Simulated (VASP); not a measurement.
# Ga (Cmce) in VASP: single point with PBE

Aim: the single point of Ga with PBE.

Everything below comes from runs of VASP 6.6.1. Logs are shortened: lines on timing, memory, paths and dates and some standing lists are left out, and cuts for length are marked.

## 1. The cell of the first run

It takes space group Cmce (No. 64, orthorhombic). Conventional cell: a = 4.573 Å, b = 7.741 Å, c = 4.589 Å, α = 90.00°, β = 90.00°, γ = 90.00°. Ga (site symmetry m) has 7 Ga at 2.54 to 2.81 Å within 3.3 Å.

## 2. Single point, PBE

INCAR

```
SYSTEM = Ga
ALGO = Fast ; EDIFF = 1E-6
ENCUT = 520 ; GGA = PE
ISIF = 2 ; ISMEAR = 0
LASPH = .TRUE. ; LCHARG = .FALSE.
LREAL = .FALSE. ; LWAVE = .FALSE.
NBANDS = 34 ; NELM = 80
PREC = Accurate ; SIGMA = 0.1
```

KPOINTS

```
k-points
0
G
  12 12 10
  0 0 0
```

POSCAR

```
Ga
1.0
    2.2865121173     -3.8703601012      0.0000000000
    2.2865121173      3.8703601012      0.0000000000
    0.0000000000      0.0000000000      4.5892519243
Ga
4
Direct
    0.6562923084      0.3437076916      0.4174800566
    0.8437076916      0.1562923084      0.9174800566
    0.3437076916      0.6562923084      0.5825199434
    0.1562923084      0.8437076916      0.0825199434
```

Potentials or basis: VASP PAW PBE potentials, release 64 (Ga_d).

Run with:

```
$ cat potpaw_PBE.64/Ga_d/POTCAR > POTCAR
$ mpirun -np 1 vasp_std > vasp.out
```

OUTCAR:

```text
SYSTEM = Ga
   EDIFF = 1E-6
   ENCUT = 520
   GGA = PE
   ISIF = 2
   ISMEAR = 0
   LASPH = .TRUE.
   LREAL = .FALSE.
   NELM = 80
   PREC = Accurate

 ion  position               nearest neighbor table
   1  0.656  0.344  0.417-   3 2.54   2 2.71   2 2.71   4 2.76   4 2.76   3 2.81   3 2.81
   2  0.844  0.156  0.917-   4 2.54   1 2.71   1 2.71   3 2.76   3 2.76   4 2.81   4 2.81
   3  0.344  0.656  0.583-   1 2.54   4 2.71   4 2.71   2 2.76   2 2.76   1 2.81   1 2.81
   4  0.156  0.844  0.083-   2 2.54   3 2.71   3 2.71   1 2.76   1 2.76   2 2.81   2 2.81

  LATTYP: Found a base centered orthorhombic cell.
 ALAT       =     4.5730242346
 B/A-ratio  =     1.6926917080
 C/A-ratio  =     1.0035485685

  Lattice vectors:

 A1 = (   2.2865121173,  -3.8703601012,   0.0000000000)
 A2 = (   2.2865121173,   3.8703601012,   0.0000000000)
 A3 = (   0.0000000000,   0.0000000000,   4.5892519243)

Analysis of symmetry for initial positions (statically):
=====================================================================
 Subroutine PRICEL returns:
 Original cell was already a primitive cell.

 Routine SETGRP: Setting up the symmetry group for a
 base centered orthorhombic supercell.

 Subroutine GETGRP returns: Found  8 space group operations
 (whereof  4 operations were pure point group operations)
 out of a pool of  8 trial point group operations.

The static configuration has the point symmetry C_2h.
 The point group associated with its full space group is D_2h.

Analysis of symmetry for dynamics (positions and initial velocities):
=====================================================================
 Subroutine PRICEL returns:
 Original cell was already a primitive cell.

 Routine SETGRP: Setting up the symmetry group for a
 base centered orthorhombic supercell.

 Subroutine GETGRP returns: Found  8 space group operations
 (whereof  4 operations were pure point group operations)
 out of a pool of  8 trial point group operations.

The dynamic configuration has the point symmetry C_2h.
 The point group associated with its full space group is D_2h.

 Subroutine INISYM returns: Found  8 space group operations
 (whereof  4 operations are pure point group operations),
 and found     1 'primitive' translations

----------------------------------------------------------------------------------------

                                     Primitive cell

  volume of cell :      81.2263

[... 85 lines left out ...]
   ICHARG =      2    charge: 1-file 2-atom 10-const
   ISPIN  =      1    spin polarized calculation?
   LNONCOLLINEAR =      F non collinear calculations
   LSORBIT =      F    spin-orbit coupling
   LASPH  =      T    aspherical Exc in radial PAW
   ENCUT  =  520.0 eV  38.22 Ry    6.18 a.u.   8.36  8.36  8.53*2*pi/ulx,y,z
   NELM   =     80;   NELMIN=  2; NELMDL= -5     # of ELM steps
   EDIFF  = 0.1E-05   stopping-criterion for ELM
   LREAL  =      F    real-space projection
[... 7 lines left out ...]
   TEBEG  =    0.0;   TEEND  =   0.0 temperature during run
   PSTRESS=    0.0 pullay stress
   NELECT =      52.0000    total number of electrons
   NUPDOWN=      -1.0000    fix difference up-down
   EMIN   =  10.00;   EMAX   =-10.00  energy-range for DOS
   EFERMI =   0.00;   METHOD = LEGACY
   ISMEAR =     0;   SIGMA  =   0.10  broadening in eV -4-tet -1-fermi 0-gaus
   EFERMI_NEDOS =   21; number of points for ismear=-14 and -15
   IALGO  =     68    algorithm
   IMIX   =      4    mixing-type and parameters
     AMIX     =   0.40;   BMIX     =  1.00
     AMIX_MAG =   1.60;   BMIX_MAG =  1.00
  volume/ion in A,a.u.               =      20.31       137.04
  Fermi-wavevector in a.u.,A,eV,Ry     =   1.410946  2.666301 27.086047  1.990768
  Thomas-Fermi vector in A             =   2.532848
   LORBIT       =      0    0 simple, 1 ext, 2 COOP (PROOUT), +10 PAW based schemes
   GGA     = PE    functional components
   LHFCALC =     F    Hartree Fock is set to
   AEXX    =    0.0000 exact exchange contribution
   IVDW    =     0    specifies the selected vdW correction
   LEPSILON=     F    determine dielectric tensor
   LRPA    =     F    only Hartree local field effects (RPA)
 non-spin polarized calculation
 RMM-DIIS sequential band-by-band and
 Gauss-broadening in eV      SIGMA  =   0.10
  energy-cutoff  :      520.00
  volume of cell :       81.23
 maximum number of plane-waves:      2217
 NGX is ok and might be reduce to    36
   NGX = 17   NGY = 17   NGZ = 17

 number of electron      52.0000012 magnetization

 Free energy of the ion-electron system (eV)
  ---------------------------------------------------
  ext. energy  EPLUGINS =         0.00000000
  ---------------------------------------------------
  free energy    TOTEN  =       -11.63488154 eV

  energy without entropy =      -11.63040843  energy(sigma->0) =      -11.63264499

 E-fermi :   4.6881     XC(G=0): -10.4706

 val. band max:        4.6865735798   @ k =  -0.3333   0.3333   0.2000
 cond. band min:       4.6882670174   @ k =  -0.2500   0.2500   0.3000
 fundamental gap:      0.0016934376
 Fermi energy:         4.6880681829

 k-point     1 :       0.0000    0.0000    0.0000
  band No.  band energies     occupation
      1     -10.3776      2.00000
      2     -10.3695      2.00000
      3     -10.3403      2.00000
      4     -10.3260      2.00000
      5     -10.3088      2.00000
      6     -10.2866      2.00000
[... 877 lines left out ...]
     33      11.8214      0.00000
     34      12.7365      0.00000

 [... further k-points ...]

------------------------ aborting loop because EDIFF is reached ----------------------------------------

  FORCE on cell =-STRESS in cart. coord.  units (eV):
  Direction    XX          YY          ZZ          XY          YZ          ZX
  --------------------------------------------------------------------------------------
  -------------------------------------------------------------------------------------
  Total        0.0626395      0.0615542      0.0590186      0.0000000      0.0000000      0.0000000
  in kB        1.2355541      1.2141478      1.1641328      0.0000000      0.0000000      0.0000000
  external PRESSURE =       1.2046116 kB  Pullay stress =       0.0000000 kB

 VOLUME and BASIS-vectors are now :
 -----------------------------------------------------------------------------
  energy-cutoff  :      520.00
  volume of cell :       81.23
      direct lattice vectors                 reciprocal lattice vectors
     2.286512117 -3.870360101  0.000000000     0.218673672 -0.129186946  0.000000000
     2.286512117  3.870360101  0.000000000     0.218673672  0.129186946  0.000000000
     0.000000000  0.000000000  4.589251924     0.000000000  0.000000000  0.217900437

 POSITION                                       TOTAL-FORCE (eV/Angst)
 -----------------------------------------------------------------------------------
      2.28651     -1.20982      1.91592         0.000000      0.001251      0.002673
      2.28651     -2.66055      4.21055         0.000000     -0.001251      0.002673
      2.28651      1.20982      2.67333         0.000000     -0.001251     -0.002673
      2.28651      2.66055      0.37870         0.000000      0.001251     -0.002673
 -----------------------------------------------------------------------------------
    total drift:                                0.000000      0.000000      0.000000

  FREE ENERGIE OF THE ION-ELECTRON SYSTEM (eV)
  ---------------------------------------------------
  free  energy   TOTEN  =       -11.6348815438 eV

  energy  without entropy=      -11.6304084323  energy(sigma->0) =      -11.63264499
```

stdout:

```text
POSCAR found type information on POSCAR Ga
 POSCAR found :  1 types and       4 ions
 scaLAPACK will be used
 LDA part: xc-table for (Slater+PW92), standard interpolation
 POSCAR, INCAR and KPOINTS ok, starting setup
 FFT: planning ... GRIDC
 FFT: planning ... GRID_SOFT
 FFT: planning ... GRID
 WAVECAR not read
 entering main loop
WARNING in EDDRMM: call to ZHEGV failed, returncode =   8  4     31
```

Wall time 4.8 min (1 thread of Intel Xeon 6975P-C (Granite Rapids), shared host); peak memory 0.58 GiB.

What came out:

```
Free energy            : -11.6349 eV
Pressure               : 0.1 GPa
Band gap on the k mesh : zero (bands 26 and 27 overlap by 1.35 eV)
```

Forces on the atoms (eV/Å):
```
Ga   0.000  0.001  0.003
Ga   0.000 -0.001  0.003
Ga   0.000 -0.001 -0.003
Ga   0.000  0.001 -0.003
```

Levels at points of the mesh, in eV from the Fermi level:
| k point | band 22 | band 23 | band 24 | band 25 | band 26 | band 27 | band 28 | band 29 | band 30 | band 31 |
| --- | --- | --- | --- | --- | --- | --- | --- | --- | --- | --- |
| (0.00, 0.00, 0.00) | -4.21 | -3.63 | -1.82 | -1.61 | -0.62 | 0.93 | 0.96 | 1.17 | 4.88 | 5.24 |
| (0.50, 0.00, 0.00) | -8.37 | -3.38 | -3.38 | -1.27 | -1.27 | 0.74 | 0.74 | 4.02 | 4.02 | 5.23 |
| (0.50, 0.50, 0.00) | -7.01 | -4.15 | -3.09 | -1.78 | -1.45 | 1.14 | 1.29 | 3.18 | 3.72 | 4.21 |
| (0.00, 0.00, 0.50) | -8.96 | -0.31 | -0.31 | 0.06 | 0.06 | 0.12 | 0.12 | 2.05 | 2.05 | 3.92 |
| (0.50, 0.00, 0.50) | -7.01 | -6.07 | -6.07 | -1.41 | -1.41 | 0.55 | 0.55 | 6.96 | 6.96 | 7.55 |
| (0.50, 0.50, 0.50) | -7.40 | -5.19 | -5.19 | -1.16 | -1.16 | -0.90 | -0.90 | 6.44 | 6.44 | 7.65 |
